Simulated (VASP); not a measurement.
# Be (Pm-3m) in VASP: notebook, part 2 of 2

VASP 6.6.1.

## Step 3: Single point, PBE

This run uses another cell than the first one, of 7.95 Å³/atom, 0.934 times its volume.

The input, INCAR:

```
SYSTEM = Be
  ALGO = Normal
  EDIFF = 1E-7
  ENCUT = 520
  GGA = PE
  ISIF = 2
  ISMEAR = 1
  LASPH = .True.
  LCHARG = .False.
  LREAL = .False.
  LWAVE = .False.
  NBANDS = 7
  NELM = 100
  PREC = Accurate
  SIGMA = 0.05
```

The input, KPOINTS:

```
k-points
0
Gamma
  11 11 11
  0 0 0
```

The input, POSCAR:

```
Be
1.0
    1.9956540806      0.0000000000      0.0000000000
    0.0000000000      1.9956540806      0.0000000000
    0.0000000000      0.0000000000      1.9956540806
Be
1
Direct
    0.0000000000      0.0000000000      0.0000000000
```

Potentials or basis: VASP PAW PBE potentials, release 64 (Be).

Launch:

```console
$ cat potpaw_PBE.64/Be/POTCAR > POTCAR
$ mpirun -np 1 vasp_std > vasp.out
```

OUTCAR:

```text
SYSTEM = Be
   EDIFF = 1E-7
   ENCUT = 520
   GGA = PE
   ISIF = 2
   ISMEAR = 1
   LASPH = .True.
   LREAL = .False.
   NELM = 100
   PREC = Accurate

 ion  position               nearest neighbor table
   1  0.000  0.000  0.000-

  LATTYP: Found a simple cubic cell.
 ALAT       =     1.9956540806

  Lattice vectors:

 A1 = (   1.9956540806,   0.0000000000,   0.0000000000)
 A2 = (   0.0000000000,   1.9956540806,   0.0000000000)
 A3 = (   0.0000000000,   0.0000000000,   1.9956540806)
[... 189 lines left out ...]
      7      40.8007      0.00000
[... 221 lines left out ...]
 k-point    24 :       0.2727    0.0909    0.0909
  band No.  band energies     occupation
      1      -1.8175      2.00000
      2      11.9817      0.00000
      3      21.7020      0.00000
      4      25.0132      0.00000
      5      35.8666      0.00000
      6      36.1566      0.00000
      7      41.8973      0.00000

 [... further k-points ...]
[... 5 lines left out ...]
  --------------------------------------------------------------------------------------
  -------------------------------------------------------------------------------------
  Total        1.4942326      1.4942326      1.4942326     -0.0000000      0.0000000     -0.0000000
  in kB      301.2125083    301.2125083    301.2125083     -0.0000000      0.0000000     -0.0000000
  external PRESSURE =     301.2125083 kB  Pullay stress =       0.0000000 kB

 VOLUME and BASIS-vectors are now :
 -----------------------------------------------------------------------------
  energy-cutoff  :      520.00
  volume of cell :        7.95
      direct lattice vectors                 reciprocal lattice vectors
     1.995654081  0.000000000  0.000000000     0.501088846  0.000000000  0.000000000
     0.000000000  1.995654081  0.000000000     0.000000000  0.501088846  0.000000000
     0.000000000  0.000000000  1.995654081     0.000000000  0.000000000  0.501088846

 POSITION                                       TOTAL-FORCE (eV/Angst)
 -----------------------------------------------------------------------------------
      0.00000      0.00000      0.00000         0.000000      0.000000      0.000000
 -----------------------------------------------------------------------------------
    total drift:                               -0.000000     -0.000000     -0.000000

  FREE ENERGIE OF THE ION-ELECTRON SYSTEM (eV)
  ---------------------------------------------------
  free  energy   TOTEN  =        -2.5800904041 eV

  energy  without entropy=       -2.5801858113  energy(sigma->0) =       -2.58012221
```

OSZICAR:

```text
N       E                     dE             d eps       ncg     rms          rms(c)
DAV:   1    -0.153765218936E+01   -0.15377E+01   -0.10394E+03   840   0.228E+02
DAV:   2    -0.261304905606E+01   -0.10754E+01   -0.10658E+01  1036   0.250E+01
DAV:   3    -0.261462422090E+01   -0.15752E-02   -0.15751E-02   938   0.865E-01
DAV:   4    -0.261462437671E+01   -0.15580E-06   -0.15592E-06  1078   0.952E-03
DAV:   5    -0.261462437778E+01   -0.10687E-08   -0.61483E-10   952   0.859E-05    0.731E-01
DAV:   6    -0.258905405921E+01    0.25570E-01   -0.45692E-03   861   0.638E-01    0.451E-01
DAV:   7    -0.258009464883E+01    0.89594E-02   -0.38625E-03   868   0.620E-01    0.570E-02
DAV:   8    -0.258009405399E+01    0.59484E-06   -0.20877E-05  1008   0.473E-02    0.713E-03
DAV:   9    -0.258009073939E+01    0.33146E-05   -0.41272E-06   861   0.143E-02    0.180E-03
DAV:  10    -0.258009055068E+01    0.18871E-06   -0.18397E-08   791   0.779E-04    0.615E-04
DAV:  11    -0.258009040919E+01    0.14148E-06   -0.15595E-08   525   0.840E-04    0.225E-05
DAV:  12    -0.258009040406E+01    0.51386E-08   -0.35522E-10   427   0.138E-04
   1 F= -.25800904E+01 E0= -.25801222E+01  d E =0.954072E-04
```

stdout:

```text
POSCAR found type information on POSCAR Be
 POSCAR found :  1 types and       1 ions
 scaLAPACK will be used
 LDA part: xc-table for (Slater+PW92), standard interpolation
 POSCAR, INCAR and KPOINTS ok, starting setup
 FFT: planning ... GRIDC
 FFT: planning ... GRID_SOFT
 FFT: planning ... GRID
 WAVECAR not read
 entering main loop
```

Wall time 1.5 s (1 thread of Intel Xeon 6975P-C (Granite Rapids), shared host); peak memory 0.11 GiB.

What came out:

| Quantity | Value |
| --- | --- |
| Free energy | -2.5801 eV |
| Pressure | 30.1 GPa |
| Band gap on the k mesh | zero (band 1 reaches 12.20 eV, above the bottom of band 2 at 5.89 eV) |

## Step 4: Single point, PBE

This run uses another cell than the first one, of 10.32 Å³/atom, 1.212 times its volume.

The input, INCAR:

```
SYSTEM = Be
PREC     = Accurate       ! precision mode
ENCUT    = 520            ! plane-wave cutoff, eV
EDIFF    = 1E-7           ! SCF threshold, eV
ISMEAR   = 1              ! smearing method
SIGMA    = 0.05           ! smearing width, eV
LREAL    = .FALSE.        ! projectors in reciprocal space
LASPH    = .TRUE.         ! aspherical terms in the spheres
NELM     = 60             ! most SCF steps
ALGO     = Normal         ! electronic algorithm
ISIF     = 2              ! what is computed and relaxed
LWAVE    = .FALSE.        ! write WAVECAR
LCHARG   = .FALSE.        ! write CHGCAR
GGA      = PE             ! functional
NBANDS   = 7              ! bands
```

The input, KPOINTS:

```
Automatic mesh
0
G
  11 11 11
  0 0 0
```

The input, POSCAR:

```
Be
1.0
    2.1769508470      0.0000000000      0.0000000000
    0.0000000000      2.1769508470      0.0000000000
    0.0000000000      0.0000000000      2.1769508470
Be
1
Direct
    0.0000000000      0.0000000000      0.0000000000
```

Launch:

```console
$ cat potpaw_PBE.64/Be/POTCAR > POTCAR
$ mpirun -np 1 vasp_std > vasp.out
```

Wall time 1.4 s (1 thread of Intel Xeon 6975P-C (Granite Rapids), shared host); peak memory 0.11 GiB.

Results (log left out):

```yaml
Free_energy: -2.7683 eV
Pressure: 0.1 GPa
Band_gap_on_the_k_mesh: zero (band 1 reaches 9.22 eV, above the bottom of band 2 at 3.42 eV)
```

Levels at points of the mesh, in eV from the Fermi level:
| k point | band 1 | band 2 | band 3 | band 4 | band 5 |
| --- | --- | --- | --- | --- | --- |
| (0.00, 0.00, 0.00) | -9.68 | 13.45 | 13.45 | 13.45 | 19.11 |

## Step 5: Summary

| cell | gap on the mesh (eV) | pressure (GPa) |
| --- | --- | --- |
| a = 2.042 Å, 1 atom | none | 20.1 |
| a = 1.996 Å, 1 atom | none | 30.1 |
| a = 2.177 Å, 1 atom | none | 0.1 |

Alike in all rows: task single point; level PBE; potentials or basis VASP PAW PBE potentials, release 64 (Be); no spin polarisation; k mesh 11 × 11 × 11; cutoff (eV) 520; smearing methfessel-paxton 0.05 eV.

Absolute energies hang on the potentials; compare differences alone.
